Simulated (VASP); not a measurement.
# Mg (Pm-3m) in VASP: further runs, part 2 of 2

VASP 6.6.1. Earlier steps stand in the parts before.

## 3. Single point, PBEsol (volume scaled by 0.4)

File INCAR:

```
PREC     = Accurate       # precision mode
ENCUT    = 520            # plane-wave cutoff, eV
EDIFF    = 1E-7           # SCF threshold, eV
ISMEAR   = -1             # smearing method
SIGMA    = 0.1            # smearing width, eV
LREAL    = F              # projectors in reciprocal space
LASPH    = T              # aspherical terms in the spheres
NELM     = 60             # most SCF steps
ALGO     = Normal         # electronic algorithm
ISIF     = 2              # what is computed and relaxed
LWAVE    = F              # write WAVECAR
LCHARG   = F              # write CHGCAR
GGA      = PS             # functional
NBANDS   = 7              # bands
```

File KPOINTS:

```
Automatic mesh
0
Gamma
  13 13 13
```

File POSCAR:

```
Mg
1.0
    2.2090762199      0.0000000000      0.0000000000
    0.0000000000      2.2090762199      0.0000000000
    0.0000000000      0.0000000000      2.2090762199
Mg
1
Direct
    0.0000000000      0.0000000000      0.0000000000
```

Potentials or basis: VASP PAW PBE potentials, release 64 (Mg).

Launch:

```console
> cat potpaw_PBE.64/Mg/POTCAR > POTCAR
> mpirun -np 1 vasp_std > vasp.out
```

OUTCAR:

```text
PREC = Accurate
   ENCUT = 520
   EDIFF = 1E-7
   ISMEAR = -1
   LREAL = F
   LASPH = T
   NELM = 60
   ISIF = 2
   GGA = PS

 ion  position               nearest neighbor table
   1  0.000  0.000  0.000-

  LATTYP: Found a simple cubic cell.
 ALAT       =     2.2090762199

  Lattice vectors:

 A1 = (   2.2090762199,   0.0000000000,   0.0000000000)
 A2 = (   0.0000000000,   2.2090762199,   0.0000000000)
 A3 = (   0.0000000000,   0.0000000000,   2.2090762199)

Analysis of symmetry for initial positions (statically):
=====================================================================
 Subroutine PRICEL returns:
 Original cell was already a primitive cell.

 Routine SETGRP: Setting up the symmetry group for a
 simple cubic supercell.

 Subroutine GETGRP returns: Found 48 space group operations
 (whereof 48 operations were pure point group operations)
 out of a pool of 48 trial point group operations.

The static configuration has the point symmetry O_h .

Analysis of symmetry for dynamics (positions and initial velocities):
=====================================================================
 Subroutine PRICEL returns:
[... 157 lines left out ...]
 cond. band min:       8.5219181608   @ k =   0.3846   0.0000   0.0000
 fundamental gap:      0.2301877733
 Fermi energy:         8.5033062587

 k-point     1 :       0.0000    0.0000    0.0000
  band No.  band energies     occupation
      1      -2.5727      2.00000
      2      19.9042      0.00000
      3      19.9042      0.00000
      4      26.7847      0.00000
      5      26.7847      0.00000
      6      26.7847      0.00000
      7      36.5072      0.00000
[... 221 lines left out ...]
 k-point    24 :       0.3846    0.3077    0.0000
  band No.  band energies     occupation
      1       4.4060      2.00000
      2      10.9789      0.00000
      3      15.0035      0.00000
      4      21.2144      0.00000
      5      30.6934      0.00000
      6      33.8832      0.00000
      7      35.0968      0.00000

 [... further k-points ...]

------------------------ aborting loop because EDIFF is reached ----------------------------------------

  FORCE on cell =-STRESS in cart. coord.  units (eV):
  Direction    XX          YY          ZZ          XY          YZ          ZX
  --------------------------------------------------------------------------------------
  -------------------------------------------------------------------------------------
  Total        8.0736754      8.0736754      8.0736754     -0.0000000     -0.0000000      0.0000000
  in kB     1199.9130132   1199.9130132   1199.9130132     -0.0000000     -0.0000000      0.0000000
  external PRESSURE =    1199.9130132 kB  Pullay stress =       0.0000000 kB

 VOLUME and BASIS-vectors are now :
 -----------------------------------------------------------------------------
  energy-cutoff  :      520.00
  volume of cell :       10.78
      direct lattice vectors                 reciprocal lattice vectors
     2.209076220  0.000000000  0.000000000     0.452677907  0.000000000  0.000000000
     0.000000000  2.209076220  0.000000000     0.000000000  0.452677907  0.000000000
     0.000000000  0.000000000  2.209076220     0.000000000  0.000000000  0.452677907

 POSITION                                       TOTAL-FORCE (eV/Angst)
 -----------------------------------------------------------------------------------
      0.00000      0.00000      0.00000         0.000000      0.000000      0.000000
 -----------------------------------------------------------------------------------
    total drift:                                0.000000     -0.000000      0.000000

  FREE ENERGIE OF THE ION-ELECTRON SYSTEM (eV)
  ---------------------------------------------------
  free  energy   TOTEN  =         1.6111098242 eV

  energy  without entropy=        1.6215627984  energy(sigma->0) =        1.61633631
```

OSZICAR:

```text
N       E                     dE             d eps       ncg     rms          rms(c)
DAV:   1     0.255397355302E+01    0.25540E+01   -0.91815E+02  1351   0.203E+02
DAV:   2     0.150152401123E+01   -0.10524E+01   -0.10329E+01  1617   0.150E+01
DAV:   3     0.149867924096E+01   -0.28448E-02   -0.28438E-02  1351   0.913E-01
DAV:   4     0.149867546918E+01   -0.37718E-05   -0.37721E-05  1743   0.242E-02
DAV:   5     0.149867546571E+01   -0.34663E-08   -0.46420E-08  1351   0.524E-04    0.107E+00
DAV:   6     0.156744005770E+01    0.68765E-01   -0.21287E-03  1386   0.216E-01    0.668E-01
DAV:   7     0.161103416503E+01    0.43594E-01   -0.72996E-03  1414   0.389E-01    0.300E-02
DAV:   8     0.161110899447E+01    0.74829E-04   -0.72830E-05  1512   0.484E-02    0.736E-03
DAV:   9     0.161110973062E+01    0.73615E-06   -0.14834E-06  1596   0.580E-03    0.178E-03
DAV:  10     0.161110997437E+01    0.24375E-06   -0.13784E-07  1421   0.226E-03    0.472E-04
DAV:  11     0.161110981100E+01   -0.16337E-06   -0.11599E-08   805   0.675E-04    0.482E-05
DAV:  12     0.161110982422E+01    0.13222E-07   -0.51604E-10   672   0.105E-04
   1 F= 0.16111098E+01 E0= 0.16163363E+01  d E =-.104530E-01
```

It took 2.8 s on 1 thread of Intel Xeon Platinum 8488C (Sapphire Rapids), shared host; peak memory 0.11 GiB.

What came out:

```
Free energy            : 1.6111 eV
Pressure               : 120.0 GPa
Band gap on the k mesh : zero (band 1 reaches 13.83 eV, above the bottom of band 2 at 6.35 eV)
```

Caveat: the PAW data sets were made with another functional, which shifts forces and pressure a little.
